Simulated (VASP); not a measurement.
# In3As (P4/mmm) in VASP: single point with PBE+D3(BJ)

Aim: the single point of In3As with PBE+D3(BJ).

All numbers are computed with VASP 6.6.1; they aren't measurements. Logs are shortened: lines on timing, memory, paths and dates and some standing lists are left out, and cuts for length are marked.

**1. The cell of the first run**

It takes space group P4/mmm (No. 123, tetragonal). Conventional cell: a = 4.602 Å, b = 4.602 Å, c = 5.292 Å, α = 90.00°, β = 90.00°, γ = 90.00°. Within 4.3 Å of In (site symmetry 4/mmm) lie 4 As at 3.25 Å and 8 In at 3.51 Å. In (site symmetry mmm) has 8 In at 3.25 to 3.51 Å and 4 As at 3.51 Å within 4.3 Å. As (site symmetry 4/mmm) has 12 In at 3.25 to 3.51 Å within 4.3 Å.

**2. Single point, PBE+D3(BJ) (strain +0.1500 x Voigt [1, 0, 0, 0, 0, 0])**

INCAR reads:

```
SYSTEM = In3As
ALGO = Fast
EDIFF = 1E-7
ENCUT = 520
GGA = PE
ISIF = 2
ISMEAR = 0
IVDW = 12
LASPH = .TRUE.
LCHARG = .TRUE.
LELF = .TRUE.
LREAL = .FALSE.
LVHAR = .TRUE.
LWAVE = .FALSE.
NBANDS = 30
NELM = 60
PREC = Accurate
SIGMA = 0.15
```

KPOINTS reads:

```
k-points
0
G
  10 10 10
  0 0 0
```

POSCAR reads:

```
In3As
1.0
    5.2924556934      0.0000000000      0.0000000000
    0.0000000000      4.6021353856      0.0000000000
    0.0000000000      0.0000000000      4.6021353856
In As
3 1
Direct
    0.0000000000      0.5000000000      0.5000000000
    0.5000000000      0.0000000000      0.5000000000
    0.5000000000      0.5000000000      0.0000000000
    0.0000000000      0.0000000000      0.0000000000
```

Potentials or basis: VASP PAW PBE potentials, release 64 (In_d, As).

On the command line:

```bash
$ cat potpaw_PBE.64/In_d/POTCAR potpaw_PBE.64/As/POTCAR > POTCAR
$ mpirun -np 1 vasp_std > vasp.out
```

OUTCAR:

```text
SYSTEM = In3As
   EDIFF = 1E-7
   ENCUT = 520
   GGA = PE
   ISIF = 2
   ISMEAR = 0
   IVDW = 12
   LASPH = .TRUE.
   LREAL = .FALSE.
   NELM = 60
   PREC = Accurate
 IVDW          = 12

 ion  position               nearest neighbor table
   1  0.000  0.500  0.500-   4 3.25   4 3.25   4 3.25   4 3.25   3 3.51   2 3.51   2 3.51   3 3.51
                             2 3.51   3 3.51   3 3.51   2 3.51
   2  0.500  0.000  0.500-   3 3.25   3 3.25   3 3.25   3 3.25   1 3.51   1 3.51   1 3.51   1 3.51

   3  0.500  0.500  0.000-   2 3.25   2 3.25   2 3.25   2 3.25   1 3.51   1 3.51   1 3.51   1 3.51

   4  0.000  0.000  0.000-   1 3.25   1 3.25   1 3.25   1 3.25

  LATTYP: Found a simple tetragonal cell.
 ALAT       =     4.6021353856
 C/A-ratio  =     1.1500000000

  Lattice vectors:

 A1 = (   0.0000000000,   4.6021353856,   0.0000000000)
 A2 = (   0.0000000000,   0.0000000000,   4.6021353856)
 A3 = (   5.2924556934,   0.0000000000,   0.0000000000)

Analysis of symmetry for initial positions (statically):
=====================================================================
 Subroutine PRICEL returns:
 Original cell was already a primitive cell.

 Routine SETGRP: Setting up the symmetry group for a
 simple tetragonal supercell.

 Subroutine GETGRP returns: Found 16 space group operations
 (whereof 16 operations were pure point group operations)
 out of a pool of 16 trial point group operations.

The static configuration has the point symmetry D_4h.

Analysis of symmetry for dynamics (positions and initial velocities):
=====================================================================
 Subroutine PRICEL returns:
 Original cell was already a primitive cell.

 Routine SETGRP: Setting up the symmetry group for a
 simple tetragonal supercell.

 Subroutine GETGRP returns: Found 16 space group operations
 (whereof 16 operations were pure point group operations)
 out of a pool of 16 trial point group operations.

The dynamic configuration has the point symmetry D_4h.

 Subroutine INISYM returns: Found 16 space group operations
 (whereof 16 operations are pure point group operations),
 and found     1 'primitive' translations

----------------------------------------------------------------------------------------

                                     Primitive cell

[... 92 lines left out ...]
   ENCUT  =  520.0 eV  38.22 Ry    6.18 a.u.   9.84  8.56  8.56*2*pi/ulx,y,z
   NELM   =     60;   NELMIN=  2; NELMDL= -5     # of ELM steps
   EDIFF  = 0.1E-06   stopping-criterion for ELM
   LREAL  =      F    real-space projection
   EDIFFG = 0.1E-05   stopping-criterion for IOM
   NSW    =      0    number of steps for IOM
   IBRION =     -1    ionic relax: 0-MD 1-quasi-New 2-CG
   NFREE  =      0    steps in history (QN), initial steepest desc. (CG)
   ISIF   =      2    stress and relaxation
   ISYM   =      2    0-nonsym 1-usesym 2-fastsym
   POTIM  = 0.5000    time-step for ionic-motion
   TEBEG  =    0.0;   TEEND  =   0.0 temperature during run
   PSTRESS=    0.0 pullay stress
   NELECT =      44.0000    total number of electrons
   NUPDOWN=      -1.0000    fix difference up-down
   EMIN   =  10.00;   EMAX   =-10.00  energy-range for DOS
   EFERMI =   0.00;   METHOD = LEGACY
   ISMEAR =     0;   SIGMA  =   0.15  broadening in eV -4-tet -1-fermi 0-gaus
   EFERMI_NEDOS =   21; number of points for ismear=-14 and -15
   IALGO  =     68    algorithm
   IMIX   =      4    mixing-type and parameters
     AMIX     =   0.40;   BMIX     =  1.00
     AMIX_MAG =   1.60;   BMIX_MAG =  1.00
  volume/ion in A,a.u.               =      28.02       189.11
  Fermi-wavevector in a.u.,A,eV,Ry     =   1.198672  2.265162 19.549051  1.436815
  Thomas-Fermi vector in A             =   2.334555
   LORBIT       =      0    0 simple, 1 ext, 2 COOP (PROOUT), +10 PAW based schemes
   GGA     = PE    functional components
   LHFCALC =     F    Hartree Fock is set to
   AEXX    =    0.0000 exact exchange contribution
   IVDW    =    12    specifies the selected vdW correction
   LEPSILON=     F    determine dielectric tensor
   LRPA    =     F    only Hartree local field effects (RPA)
 non-spin polarized calculation
 RMM-DIIS sequential band-by-band and
 Gauss-broadening in eV      SIGMA  =   0.15
  energy-cutoff  :      520.00
  volume of cell :      112.09
 maximum number of plane-waves:      3043
 NGX is ok and might be reduce to    40
   NGX = 19   NGY = 17   NGZ = 17

 number of electron      43.9999992 magnetization

 Free energy of the ion-electron system (eV)
  ---------------------------------------------------
  ext. energy  EPLUGINS =         0.00000000
  ---------------------------------------------------
  free energy    TOTEN  =       -11.93994701 eV

  energy without entropy =      -11.91101093  energy(sigma->0) =      -11.92547897

 E-fermi :   5.6879     XC(G=0):  -9.7068

 val. band max:        5.6759116113   @ k =   0.5000   0.3000   0.2000
 cond. band min:       5.6894691712   @ k =   0.5000   0.2000   0.0000
 fundamental gap:      0.0135575599
 Fermi energy:         5.6878791499

 k-point     1 :       0.0000    0.0000    0.0000
  band No.  band energies     occupation
      1      -9.0237      2.00000
      2      -8.9426      2.00000
      3      -8.8973      2.00000
      4      -8.8973      2.00000
      5      -8.8565      2.00000
      6      -8.7441      2.00000
[... 781 lines left out ...]
     29      10.3937      0.00000
     30      11.1183      0.00000

 [... further k-points ...]

------------------------ aborting loop because EDIFF is reached ----------------------------------------

 Edisp (eV)   -1.26822

 E8    (eV) :    -0.6095

  FORCE on cell =-STRESS in cart. coord.  units (eV):
  Direction    XX          YY          ZZ          XY          YZ          ZX
  --------------------------------------------------------------------------------------
  -------------------------------------------------------------------------------------
  Total      -3.51248    -3.23761    -3.23761     0.00000     0.00000     0.00000
  in kB     -50.20510   -46.27631   -46.27631     0.00000     0.00000     0.00000
  external pressure =      -47.59 kB  Pullay stress =        0.00 kB

 VOLUME and BASIS-vectors are now :
 -----------------------------------------------------------------------------
  energy-cutoff  :      520.00
  volume of cell :      112.09
      direct lattice vectors                 reciprocal lattice vectors
     5.292455693  0.000000000  0.000000000     0.188948204  0.000000000  0.000000000
     0.000000000  4.602135386  0.000000000     0.000000000  0.217290435  0.000000000
     0.000000000  0.000000000  4.602135386     0.000000000  0.000000000  0.217290435

 POSITION                                       TOTAL-FORCE (eV/Angst)
 -----------------------------------------------------------------------------------
      0.00000      2.30107      2.30107         0.000000      0.000000      0.000000
      2.64623      0.00000      2.30107         0.000000      0.000000      0.000000
      2.64623      2.30107      0.00000         0.000000      0.000000      0.000000
      0.00000      0.00000      0.00000         0.000000      0.000000      0.000000
 -----------------------------------------------------------------------------------
    total drift:                               -0.000000      0.000000     -0.000000

  FREE ENERGIE OF THE ION-ELECTRON SYSTEM (eV)
  ---------------------------------------------------
  free  energy   TOTEN  =       -13.2081678392 eV

  energy  without entropy=      -13.1792317554  energy(sigma->0) =      -13.19369980
```

stdout:

```text
POSCAR found type information on POSCAR InAs
 POSCAR found :  2 types and       4 ions
 scaLAPACK will be used
 LDA part: xc-table for (Slater+PW92), standard interpolation
 POSCAR, INCAR and KPOINTS ok, starting setup
 FFT: planning ... GRIDC
 FFT: planning ... GRID_SOFT
 FFT: planning ... GRID
 WAVECAR not read
 entering main loop
WARNING in EDDRMM: call to ZHEGV failed, returncode =   8  4     30
WARNING in EDDRMM: call to ZHEGV failed, returncode =   8  4     28
```

It took 6.3 min on 1 thread of Intel Xeon Platinum 8375C at 2.90GHz (Ice Lake), shared host; peak memory 0.47 GiB.

Results:

- Free energy: -13.2082 eV
- Pressure: -4.8 GPa
- Band gap on the k mesh: zero (bands 22 and 23 overlap by 3.75 eV)
- Dispersion energy per atom: -0.317 eV

Caveat: the cell differs from its parent crystal (strain +0.1500 x Voigt [1, 0, 0, 0, 0, 0]); the cell stands under tension; spin-orbit coupling is left out, which moves the levels of the heavy elements.
